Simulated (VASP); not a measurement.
# N in VASP: notebook

N is run at these levels: PBE; tasks: single point.

All numbers are computed with VASP 6.6.1; they aren't measurements. Logs are shortened: lines on timing, memory, paths and dates and some standing lists are left out, and cuts for length are marked.

## 1. The cell of the first run

The cell holds an amorphous packing of atoms, 12 atoms: a = 6.791 Å, b = 6.791 Å, c = 6.791 Å, α = 90.00°, β = 90.00°, γ = 90.00°.

## 2. Single point, PBE

INCAR

```
SYSTEM = N
ALGO     = Normal         ! electronic algorithm
EDIFF    = 1E-6           ! SCF threshold, eV
ENCUT    = 910            ! plane-wave cutoff, eV
GGA      = PE             ! functional
GGA_COMPAT= .False.      
ISIF     = 2              ! what is computed and relaxed
ISMEAR   = -1             ! smearing method
LASPH    = .True.         ! aspherical terms in the spheres
LCHARG   = .True.         ! write CHGCAR
LELF     = .True.         ! ELF
LREAL    = .False.        ! projectors in reciprocal space
LVHAR    = .True.       
LWAVE    = .False.        ! write WAVECAR
NBANDS   = 42             ! bands
NELM     = 120            ! most SCF steps
PREC     = Accurate       ! precision mode
SIGMA    = 0.02           ! smearing width, eV
```

KPOINTS

```
k-points
0
Gamma
  1 1 1
  0 0 0
```

POSCAR

```
N
1.0
    6.7911070000      0.0000000000      0.0000000000
    0.0000000000      6.7911070000      0.0000000000
    0.0000000000      0.0000000000      6.7911070000
N
12
Direct
    0.6303243345      0.9659838963      0.6780190623
    0.6457562810      0.9088356287      0.5300166821
    0.3226572634      0.1750966374      0.4272057560
    0.3547727933      0.2901147044      0.3167672075
    0.6910949864      0.4582169004      0.8095587362
    0.5577735706      0.3642116079      0.8013862836
    0.4045879413      0.7736882956      0.1007641317
    0.4932627332      0.6886211629      0.2067998634
    0.1604156730      0.7058201262      0.5796551284
    0.0640985336      0.5787863451      0.5491004633
    0.9161245729      1.0554538457      1.1533613003
    0.9431599296      0.9766890729      1.0155045415
```

Potentials or basis: VASP PAW PBE potentials, release 64 (N_h).

Command:

```sh
$ cat potpaw_PBE.64/N_h/POTCAR > POTCAR
$ mpirun -np 1 vasp_gam > vasp.out
```

OUTCAR:

```text
SYSTEM = N
   EDIFF = 1E-6
   ENCUT = 910
   GGA = PE
   ISIF = 2
   ISMEAR = -1
   LASPH = .True.
   LREAL = .False.
   NELM = 120
   PREC = Accurate

 ion  position               nearest neighbor table
   1  0.630  0.966  0.678-   2 1.08
   2  0.646  0.909  0.530-   1 1.08
   3  0.323  0.175  0.427-   4 1.10
   4  0.355  0.290  0.317-   3 1.10
   5  0.691  0.458  0.810-   6 1.11
   6  0.558  0.364  0.801-   5 1.11
   7  0.405  0.774  0.101-   8 1.10
   8  0.493  0.689  0.207-   7 1.10
   9  0.160  0.706  0.580-  10 1.10
  10  0.064  0.579  0.549-   9 1.10
  11  0.916  0.055  0.153-  12 1.09
  12  0.943  0.977  0.016-  11 1.09

  LATTYP: Found a simple cubic cell.
 ALAT       =     6.7911070000

  Lattice vectors:

 A1 = (   6.7911070000,   0.0000000000,   0.0000000000)
 A2 = (   0.0000000000,   6.7911070000,   0.0000000000)
 A3 = (   0.0000000000,   0.0000000000,   6.7911070000)

Analysis of symmetry for initial positions (statically):
=====================================================================
 Subroutine PRICEL returns:
 Original cell was already a primitive cell.

 Routine SETGRP: Setting up the symmetry group for a
 simple cubic supercell.

 Subroutine GETGRP returns: Found  1 space group operations
 (whereof  1 operations were pure point group operations)
 out of a pool of 48 trial point group operations.

The static configuration has the point symmetry C_1 .

Analysis of symmetry for dynamics (positions and initial velocities):
=====================================================================
 Subroutine PRICEL returns:
 Original cell was already a primitive cell.

 Routine SETGRP: Setting up the symmetry group for a
 simple cubic supercell.

 Subroutine GETGRP returns: Found  1 space group operations
 (whereof  1 operations were pure point group operations)
 out of a pool of 48 trial point group operations.

The dynamic configuration has the point symmetry C_1 .

 Subroutine INISYM returns: Found  1 space group operations
[... 95 lines left out ...]
   EDIFFG = 0.1E-04   stopping-criterion for IOM
   NSW    =      0    number of steps for IOM
   IBRION =     -1    ionic relax: 0-MD 1-quasi-New 2-CG
   NFREE  =      0    steps in history (QN), initial steepest desc. (CG)
   ISIF   =      2    stress and relaxation
   ISYM   =      2    0-nonsym 1-usesym 2-fastsym
   POTIM  = 0.5000    time-step for ionic-motion
   TEBEG  =    0.0;   TEEND  =   0.0 temperature during run
   PSTRESS=    0.0 pullay stress
   NELECT =      60.0000    total number of electrons
   NUPDOWN=      -1.0000    fix difference up-down
   EMIN   =  10.00;   EMAX   =-10.00  energy-range for DOS
   EFERMI =   0.00;   METHOD = LEGACY
   ISMEAR =    -1;   SIGMA  =   0.02  broadening in eV -4-tet -1-fermi 0-gaus
   EFERMI_NEDOS =   21; number of points for ismear=-14 and -15
   IALGO  =     38    algorithm
   IMIX   =      4    mixing-type and parameters
     AMIX     =   0.40;   BMIX     =  1.00
     AMIX_MAG =   1.60;   BMIX_MAG =  1.00
  volume/ion in A,a.u.               =      26.10       176.13
  Fermi-wavevector in a.u.,A,eV,Ry     =   0.943738  1.783406 12.117906  0.890641
  Thomas-Fermi vector in A             =   2.071474
   LORBIT       =      0    0 simple, 1 ext, 2 COOP (PROOUT), +10 PAW based schemes
   GGA     = PE    functional components
   LHFCALC =     F    Hartree Fock is set to
   AEXX    =    0.0000 exact exchange contribution
   IVDW    =     0    specifies the selected vdW correction
   LEPSILON=     F    determine dielectric tensor
   LRPA    =     F    only Hartree local field effects (RPA)
 non-spin polarized calculation
  energy-cutoff  :      910.00
  volume of cell :      313.20
 maximum number of plane-waves:      9775
 NGX is ok and might be reduce to    70
   NGX = 33   NGY = 33   NGZ = 33

 number of electron      60.0000000 magnetization

 Free energy of the ion-electron system (eV)
  ---------------------------------------------------
  ext. energy  EPLUGINS =         0.00000000
  ---------------------------------------------------
  free energy    TOTEN  =      -100.72601487 eV

  energy without entropy =     -100.72601487  energy(sigma->0) =     -100.72601487

 E-fermi :  -6.0125     XC(G=0):  -5.8541

 val. band max:       -6.5305979182   @ k =   0.0000   0.0000   0.0000
 cond. band min:       0.8713199071   @ k =   0.0000   0.0000   0.0000
 fundamental gap:      7.4019178253
 Fermi energy:        -6.0124779834

 k-point     1 :       0.0000    0.0000    0.0000
  band No.  band energies     occupation
      1     -25.1727      2.00000
      2     -25.0578      2.00000
      3     -24.9393      2.00000
      4     -24.9047      2.00000
      5     -24.8792      2.00000
      6     -24.8567      2.00000
[... 34 lines left out ...]
     41       1.7729      0.00000
     42       1.8494      0.00000

------------------------ aborting loop because EDIFF is reached ----------------------------------------

  FORCE on cell =-STRESS in cart. coord.  units (eV):
  Direction    XX          YY          ZZ          XY          YZ          ZX
  --------------------------------------------------------------------------------------
  -------------------------------------------------------------------------------------
  Total        0.1662278      1.6001109      4.5750549     -0.9055061      2.0815825     -0.2178660
  in kB        0.8503399      8.1853819     23.4037350     -4.6321249     10.6483544     -1.1144955
  external PRESSURE =      10.8131523 kB  Pullay stress =       0.0000000 kB

 VOLUME and BASIS-vectors are now :
 -----------------------------------------------------------------------------
  energy-cutoff  :      910.00
  volume of cell :      313.20
      direct lattice vectors                 reciprocal lattice vectors
     6.791107000  0.000000000  0.000000000     0.147251398  0.000000000  0.000000000
     0.000000000  6.791107000  0.000000000     0.000000000  0.147251398  0.000000000
     0.000000000  0.000000000  6.791107000     0.000000000  0.000000000  0.147251398

 POSITION                                       TOTAL-FORCE (eV/Angst)
 -----------------------------------------------------------------------------------
      4.28060      6.56010      4.60450        -0.230428      0.901992      2.794026
      4.38540      6.17200      3.59940         0.453608     -1.047903     -2.629879
      2.19120      1.18910      2.90120        -0.076594      0.291288     -0.282337
      2.40930      1.97020      2.15120        -0.081790     -0.327066      0.159327
      4.69330      3.11180      5.49780        -0.736663     -0.537635     -0.009359
      3.78790      2.47340      5.44230         0.707535      0.661245      0.087787
      2.74760      5.25420      0.68430        -0.072623      0.065526     -0.030948
      3.34980      4.67650      1.40440         0.036835     -0.050379     -0.126631
      1.08940      4.79330      3.93650         0.011119      0.032618      0.043739
      0.43530      3.93060      3.72900        -0.040499      0.003198     -0.011386
      6.22150      0.37659      1.04149        -0.223141      0.668076      1.088212
      6.40510      6.63280      0.10529         0.252643     -0.660962     -1.082549
 -----------------------------------------------------------------------------------
    total drift:                               -0.000268      0.000059     -0.000144

  FREE ENERGIE OF THE ION-ELECTRON SYSTEM (eV)
  ---------------------------------------------------
  free  energy   TOTEN  =      -100.7260148718 eV

  energy  without entropy=     -100.7260148718  energy(sigma->0) =     -100.72601487
```

stdout:

```text
POSCAR found type information on POSCAR N
 POSCAR found :  1 types and      12 ions
 scaLAPACK will be used
 LDA part: xc-table for (Slater+PW92), standard interpolation
 POSCAR, INCAR and KPOINTS ok, starting setup
 FFT: planning ... GRIDC
 FFT: planning ... GRID_SOFT
 FFT: planning ... GRID
 WAVECAR not read
 entering main loop
```

It took 92 s on 1 thread of Intel Xeon Platinum 8488C (Sapphire Rapids), shared host; peak memory 0.62 GiB.

What came out:

| Property | Result |
| --- | --- |
| Free energy | -100.7260 eV |
| Pressure | 1.1 GPa |
| Largest force | 2.945 eV/Å |
| Band gap on the k mesh | 7.40 eV |

Forces in eV/Å, atoms in the order of the input:
```
N   -0.230  0.902  2.794
N    0.454 -1.048 -2.630
N   -0.077  0.291 -0.282
N   -0.082 -0.327  0.159
N   -0.737 -0.538 -0.009
N    0.708  0.661  0.088
N   -0.073  0.066 -0.031
N    0.037 -0.050 -0.127
N    0.011  0.033  0.044
N   -0.040  0.003 -0.011
N   -0.223  0.668  1.088
N    0.253 -0.661 -1.083
```

Levels at points of the mesh, in eV from the valence-band top:
| k point | band 28 | band 29 | band 30 | band 31 | band 32 | band 33 |
| --- | --- | --- | --- | --- | --- | --- |
| (0.00, 0.00, 0.00) | -0.32 | -0.19 | 0.00 | 7.40 | 7.52 | 7.57 |

Caveat: the k points lie up to 0.93 Å⁻¹ apart; the cutoff is under 1.25 times the usual one of these potentials, so pressure, stress and relaxed cells hold a basis-set (Pulay) error.

## 3. Single point, PBE

INCAR

```
PREC     = Accurate       # precision mode
ENCUT    = 910            # plane-wave cutoff, eV
EDIFF    = 1E-6           # SCF threshold, eV
ISMEAR   = -1             # smearing method
SIGMA    = 0.02           # smearing width, eV
LREAL    = F              # projectors in reciprocal space
LASPH    = T              # aspherical terms in the spheres
NELM     = 120            # most SCF steps
ALGO     = Normal         # electronic algorithm
ISIF     = 2              # what is computed and relaxed
LWAVE    = F              # write WAVECAR
LCHARG   = F              # write CHGCAR
GGA      = PE             # functional
NBANDS   = 42             # bands
GGA_COMPAT= F
```

KPOINTS

```
Automatic mesh
0
Gamma
  1 1 1
```

POSCAR

```
N
1.0
    6.7911070000      0.0000000000      0.0000000000
    0.0000000000      6.7911070000      0.0000000000
    0.0000000000      0.0000000000      6.7911070000
N
12
Direct
    0.6471257190      0.9555732225      0.7321928516
    0.6958953820      0.9044622622      0.5817313731
    0.2418015207      0.1523462964      0.3298431316
    0.3265594254      0.2866395714      0.3672449867
    0.6899906009      0.4529600255      0.8387734135
    0.5414139403      0.3907757601      0.8211474212
    0.4058101279      0.7103554693      0.0975246009
    0.5357889369      0.7016234614      0.1960505114
    0.1990986153      0.7842756711      0.6333282630
    0.1440707678      0.6523236933      0.5539892097
    0.8983513292      1.0374155495      1.1261050665
    0.9751723835      1.0106452453      0.9870702965
```

Potentials or basis: VASP PAW PBE potentials, release 64 (N_h).

Command:

```sh
$ cat potpaw_PBE.64/N_h/POTCAR > POTCAR
$ mpirun -np 1 vasp_gam > vasp.out
```

OUTCAR:

```text
PREC = Accurate
   ENCUT = 910
   EDIFF = 1E-6
   ISMEAR = -1
   LREAL = F
   LASPH = T
   NELM = 120
   ISIF = 2
   GGA = PE

 ion  position               nearest neighbor table
   1  0.647  0.956  0.732-   2 1.13
   2  0.696  0.904  0.582-   1 1.13
   3  0.242  0.152  0.330-   4 1.11
   4  0.327  0.287  0.367-   3 1.11
   5  0.690  0.453  0.839-   6 1.10
   6  0.541  0.391  0.821-   5 1.10
   7  0.406  0.710  0.098-   8 1.11
   8  0.536  0.702  0.196-   7 1.11
   9  0.199  0.784  0.633-  10 1.11
  10  0.144  0.652  0.554-   9 1.11
  11  0.898  0.037  0.126-  12 1.09
  12  0.975  0.011  0.987-  11 1.09

  LATTYP: Found a simple cubic cell.
 ALAT       =     6.7911070000

  Lattice vectors:

 A1 = (   6.7911070000,   0.0000000000,   0.0000000000)
 A2 = (   0.0000000000,   6.7911070000,   0.0000000000)
 A3 = (   0.0000000000,   0.0000000000,   6.7911070000)
[... 179 lines left out ...]
  band No.  band energies     occupation
      1     -25.0732      2.00000
      2     -24.9555      2.00000
      3     -24.8591      2.00000
      4     -24.8160      2.00000
      5     -24.7266      2.00000
      6     -24.5395      2.00000
[... 34 lines left out ...]
     41       1.5785      0.00000
     42       1.7565      0.00000

------------------------ aborting loop because EDIFF is reached ----------------------------------------

  FORCE on cell =-STRESS in cart. coord.  units (eV):
  Direction    XX          YY          ZZ          XY          YZ          ZX
  --------------------------------------------------------------------------------------
  -------------------------------------------------------------------------------------
  Total        0.2485957     -0.6129598     -1.5584459     -0.2468933     -0.7916663      0.1008887
  in kB        1.2716933     -3.1356016     -7.9722442     -1.2629849     -4.0497761      0.5160970
  external PRESSURE =      -3.2787175 kB  Pullay stress =       0.0000000 kB

 VOLUME and BASIS-vectors are now :
 -----------------------------------------------------------------------------
  energy-cutoff  :      910.00
  volume of cell :      313.20
      direct lattice vectors                 reciprocal lattice vectors
     6.791107000  0.000000000  0.000000000     0.147251398  0.000000000  0.000000000
     0.000000000  6.791107000  0.000000000     0.000000000  0.147251398  0.000000000
     0.000000000  0.000000000  6.791107000     0.000000000  0.000000000  0.147251398

 POSITION                                       TOTAL-FORCE (eV/Angst)
 -----------------------------------------------------------------------------------
      4.39470      6.48940      4.97240         0.899177     -1.095912     -3.254094
      4.72590      6.14230      3.95060        -0.976067      1.077082      3.122719
      1.64210      1.03460      2.24000         0.576859      0.672990      0.316375
      2.21770      1.94660      2.49400        -0.337964     -0.659670     -0.191890
      4.68580      3.07610      5.69620         0.323364      0.048190     -0.045140
      3.67680      2.65380      5.57650        -0.248789     -0.160270     -0.084007
      2.75590      4.82410      0.66230         0.679079      0.054933      0.678654
      3.63860      4.76480      1.33140        -0.782668      0.069192     -0.562243
      1.35210      5.32610      4.30100        -0.341715     -0.903519     -0.560147
      0.97840      4.43000      3.76220         0.282531      0.895551      0.559733
      6.10080      0.25409      0.85639        -0.696873      0.202339      1.014266
      6.62250      0.07229      6.70330         0.623067     -0.200908     -0.994225
 -----------------------------------------------------------------------------------
    total drift:                               -0.000016      0.000292      0.000838

  FREE ENERGIE OF THE ION-ELECTRON SYSTEM (eV)
  ---------------------------------------------------
  free  energy   TOTEN  =      -100.6666793765 eV

  energy  without entropy=     -100.6666793765  energy(sigma->0) =     -100.66667938
```

Wall time 35 s (1 thread of AMD EPYC 9R45 (Zen 5), shared host); peak memory 0.57 GiB.

Results:

```
Free energy            : -100.6667 eV
Pressure               : -0.3 GPa
Largest force          : 3.549 eV/Å
Band gap on the k mesh : 7.27 eV
```

Forces on the atoms (eV/Å):
```
N    0.899 -1.096 -3.254
N   -0.976  1.077  3.123
N    0.577  0.673  0.316
N   -0.338 -0.660 -0.192
N    0.323  0.048 -0.045
N   -0.249 -0.160 -0.084
N    0.679  0.055  0.679
N   -0.783  0.069 -0.562
N   -0.342 -0.904 -0.560
N    0.283  0.896  0.560
N   -0.697  0.202  1.014
N    0.623 -0.201 -0.994
```

Caveat: the k points lie up to 0.93 Å⁻¹ apart; the cutoff is under 1.25 times the usual one of these potentials, so pressure, stress and relaxed cells hold a basis-set (Pulay) error.
